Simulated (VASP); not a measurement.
## N: single point with PBEsol

Crystal: N.

```xyz
4
Lattice="4.1672 0.0000 0.0000 -2.0836 3.6089 0.0000 0.0000 0.0000 7.0060" Properties=species:S:1:pos:R:3 pbc="T T T"
N     0.0000    2.4060    1.8545
N     0.0000    2.4060    1.1985
N     2.0836    1.2030    5.8075
N     2.0836    1.2030    4.7015
```

This cell differs from its parent crystal: atom 1 (N) moved by (+0.000, -0.450) A along y and z.

```yaml
Program: VASP 6.6.1
Task: single point
Functional: PBEsol
Potentials_or_basis: VASP PAW PBE potentials, release 64 (N)
Cutoff: 520 eV
k_mesh: 6 × 6 × 4
Occupations: gaussian, width 0.05 eV
Spin: no spin polarisation
```

* Pressure: 130.3 GPa
* Largest force: 395.390 eV/Å
* Band gap on the k mesh: 6.48 eV, indirect (least direct gap 6.50 eV)

Forces in eV/Å, atoms in the order of the input:
```
N      0.000    0.000  395.390
N      0.000    0.000 -395.369
N      0.000    0.000    0.879
N      0.000    0.000   -0.900
```

Stress tensor (GPa, compression positive):
```
 -1.40   0.00   0.00
  0.00  -1.40   0.00
  0.00   0.00 393.76
```

Levels at points of the mesh, in eV from the valence-band top:
```
           k point  band 6  band 7  band 8  band 9  band 10  band 11  band 12  band 13  band 14  band 15
(0.00, 0.00, 0.00)   -2.69   -2.69   -2.36   -1.66    -0.12     7.01     7.01     9.23    10.17    11.38
(0.50, 0.00, 0.00)   -2.98   -2.75   -2.33   -1.36    -0.02     6.48     6.89     9.71    11.14    11.47
(0.00, 0.00, 0.50)   -2.69   -2.69   -2.55   -1.33    -0.28     7.01     7.01     9.24     9.72    13.09
(0.50, 0.00, 0.50)   -3.00   -2.75   -2.31   -1.33    -0.06     6.50     6.90     9.96    10.49    11.62
```

Run time: 29 s on 1 thread of Intel(R) Xeon(R) Platinum 8488C (Sapphire Rapids), on a shared host, peak memory 0.22 GiB.

Caveat: the cell differs from its parent crystal (atom 1 (N) moved by (+0.000, -0.450) A along y and z); the standard files for N, O and F lose accuracy on very short bonds; the PAW data sets were made with another functional, which shifts forces and pressure a little. A k mesh can miss the band edges.
